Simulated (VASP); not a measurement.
# InSe (R3m) in VASP: notebook, part 2 of 2

VASP 6.6.1. Earlier steps stand in the parts before.

## 3. Electric field gradients, PBE (zz strain of +1 %)

The input, INCAR:

```
SYSTEM = InSe
PREC     = Accurate       ! precision mode
ENCUT    = 520            ! plane-wave cutoff, eV
EDIFF    = 1E-8           ! SCF threshold, eV
ISMEAR   = -1             ! smearing method
SIGMA    = 0.01           ! smearing width, eV
LREAL    = .False.        ! projectors in reciprocal space
LASPH    = .True.         ! aspherical terms in the spheres
NELM     = 80             ! most SCF steps
ALGO     = Normal         ! electronic algorithm
ISIF     = 2              ! what is computed and relaxed
LWAVE    = .False.        ! write WAVECAR
LCHARG   = .False.        ! write CHGCAR
GGA      = PE             ! functional
LEFG     = .True.       
NBANDS   = 27             ! bands
```

The input, KPOINTS:

```
regular mesh
0
Gamma
  7 7 7
  0 0 0
```

The input, POSCAR:

```
InSe
1.0
    1.9999996503      1.1547003365      8.3998367000
   -1.9999996503      1.1547003365      8.3998367000
    0.0000000000     -2.3094006730      8.3998367000
In Se
2 2
Direct
    0.0000000000      0.0000000000      0.0000000000
    0.1122000000      0.1122000000      0.1122000000
    0.6155000000      0.6155000000      0.6155000000
    0.8300000000      0.8300000000      0.8300000000
```

Potentials or basis: VASP PAW PBE potentials, release 64 (In_d, Se).

Started as:

```sh
$ cat potpaw_PBE.64/In_d/POTCAR potpaw_PBE.64/Se/POTCAR > POTCAR
$ mpirun -np 1 vasp_std > vasp.out
```

OUTCAR:

```text
SYSTEM = InSe
   PREC = Accurate
   ENCUT = 520
   EDIFF = 1E-8
   ISMEAR = -1
   LREAL = .False.
   LASPH = .True.
   NELM = 80
   ISIF = 2
   GGA = PE

 ion  position               nearest neighbor table
   1  0.000  0.000  0.000-   3 2.64   3 2.64   3 2.64   2 2.83
   2  0.112  0.112  0.112-   4 2.64   4 2.64   4 2.64   1 2.83
   3  0.615  0.615  0.615-   1 2.64   1 2.64   1 2.64
   4  0.830  0.830  0.830-   2 2.64   2 2.64   2 2.64

  LATTYP: Found a trigonal (rhomboedric) cell.
 ALAT       =     8.7115204215
 COS(alpha) =     0.8945851204

  Lattice vectors:

 A1 = (   1.9999996503,   1.1547003365,   8.3998367000)
 A2 = (  -1.9999996503,   1.1547003365,   8.3998367000)
 A3 = (   0.0000000000,  -2.3094006730,   8.3998367000)

Analysis of symmetry for initial positions (statically):
=====================================================================
 Subroutine PRICEL returns:
 Original cell was already a primitive cell.

 Routine SETGRP: Setting up the symmetry group for a
 trigonal (rhombohedral) supercell.

 Subroutine GETGRP returns: Found  6 space group operations
 (whereof  6 operations were pure point group operations)
 out of a pool of 12 trial point group operations.

The static configuration has the point symmetry C_3v.

Analysis of symmetry for dynamics (positions and initial velocities):
=====================================================================
 Subroutine PRICEL returns:
 Original cell was already a primitive cell.
[... 885 lines left out ...]
     27      11.1925      0.00000

 [... further k-points ...]

------------------------ aborting loop because EDIFF is reached ----------------------------------------

  FORCE on cell =-STRESS in cart. coord.  units (eV):
  Direction    XX          YY          ZZ          XY          YZ          ZX
  --------------------------------------------------------------------------------------
  -------------------------------------------------------------------------------------
  Total        2.0644357      2.0644357      1.1101665      0.0000000      0.0000000      0.0000000
  in kB       28.4178127     28.4178127     15.2819017      0.0000000      0.0000000      0.0000000
  external PRESSURE =      24.0391757 kB  Pullay stress =       0.0000000 kB

 VOLUME and BASIS-vectors are now :
 -----------------------------------------------------------------------------
  energy-cutoff  :      520.00
  volume of cell :      116.39
      direct lattice vectors                 reciprocal lattice vectors
     1.999999650  1.154700336  8.399836700     0.250000044  0.144337593  0.039683311
    -1.999999650  1.154700336  8.399836700    -0.250000044  0.144337593  0.039683311
     0.000000000 -2.309400673  8.399836700     0.000000000 -0.288675185  0.039683311

 POSITION                                       TOTAL-FORCE (eV/Angst)
 -----------------------------------------------------------------------------------
      0.00000      0.00000      0.00000         0.000000      0.000000      0.277113
      0.00000      0.00000      2.82739         0.000000      0.000000     -0.273402
      0.00000      0.00000     15.51030         0.000000     -0.000000     -0.104883
      0.00000      0.00000     20.91559         0.000000     -0.000000      0.101172
 -----------------------------------------------------------------------------------
    total drift:                               -0.000000     -0.000000      0.000039

  FREE ENERGIE OF THE ION-ELECTRON SYSTEM (eV)
  ---------------------------------------------------
  free  energy   TOTEN  =       -14.1367368425 eV

  energy  without entropy=      -14.1367368425  energy(sigma->0) =      -14.13673684

 Electric field gradients (V/A^2)
---------------------------------------------------------------------
 ion       V_xx      V_yy      V_zz      V_xy      V_xz      V_yz
---------------------------------------------------------------------
   1      50.092    50.092  -100.184    -0.000     0.000    -0.000
   2      50.223    50.223  -100.445     0.000     0.000     0.000
   3      26.150    26.150   -52.300     0.000     0.000    -0.000
   4      27.940    27.940   -55.880     0.000     0.000     0.000
---------------------------------------------------------------------

 Electric field gradients after diagonalization (V/A^2)
 (convention: |V_zz| > |V_xx| > |V_yy|)
----------------------------------------------------------------------
 ion       V_xx      V_yy      V_zz     asymmetry (V_yy - V_xx)/ V_zz
----------------------------------------------------------------------
   1      50.092    50.092  -100.184       0.000
   2      50.223    50.223  -100.445       0.000
   3      26.150    26.150   -52.300       0.000
   4      27.940    27.940   -55.880       0.000
----------------------------------------------------------------------

           NMR quadrupolar parameters

 Cq : quadrupolar parameter    Cq=e*Q*V_zz/h
 eta: asymmetry parameters     (V_yy - V_xx)/ V_zz
 Q  : nuclear electric quadrupole moment in mb (millibarn)
----------------------------------------------------------------------
 ion       Cq(MHz)       eta       Q (mb)
----------------------------------------------------------------------
   1      -0.242       0.000       1.000
   2      -0.243       0.000       1.000
   3      -0.126       0.000       1.000
   4      -0.135       0.000       1.000
----------------------------------------------------------------------
```

stdout:

```text
POSCAR found type information on POSCAR InSe
 POSCAR found :  2 types and       4 ions
 scaLAPACK will be used
 LDA part: xc-table for (Slater+PW92), standard interpolation
 POSCAR, INCAR and KPOINTS ok, starting setup
 FFT: planning ... GRIDC
 FFT: planning ... GRID_SOFT
 FFT: planning ... GRID
 WAVECAR not read
 entering main loop
ion   1

ion   2

ion   3

ion   4
```

It took 20 min on 1 thread of Intel Xeon 8259CL, shared host; peak memory 0.72 GiB.

What came out:

```
Free energy                             : -14.1367 eV
Pressure                                : 2.4 GPa
Largest force                           : 0.277 eV/Å
Band gap on the k mesh                  : 0.74 eV (least direct gap 0.76 eV)
Largest electric field gradient by atom : In -100.2, -100.4; Se -52.3, -55.9 V/Å²
```

Forces on the atoms (eV/Å):
```
In   0.000  0.000  0.277
In   0.000  0.000 -0.273
Se   0.000  0.000 -0.105
Se   0.000  0.000  0.101
```

Stress tensor (GPa, compression positive):
```
2.84 0.00 0.00
0.00 2.84 0.00
0.00 0.00 1.53
```

Levels at points of the mesh, in eV from the valence-band top:
```tsv
k point	band 17	band 18	band 19	band 20	band 21	band 22
(0.00, 0.00, 0.00)	-1.13	-1.00	-1.00	1.93	2.28	4.58
```

Electric field gradients, principal values (V/Å²):
| atom | least | middle | greatest (by size) |
| --- | --- | --- | --- |
| 1 In | 50.092 | 50.092 | -100.184 |
| 2 In | 50.223 | 50.223 | -100.445 |
| 3 Se | 26.150 | 26.150 | -52.300 |
| 4 Se | 27.940 | 27.940 | -55.880 |

Caveat: the cell differs from its parent crystal (zz strain of +1 %); without QUAD_EFG the Cq values of the log hold for a quadrupole moment of 1 mb, not for the nuclei; spin-orbit coupling is left out, which moves the levels of the heavy elements. A k mesh can miss the band edges.
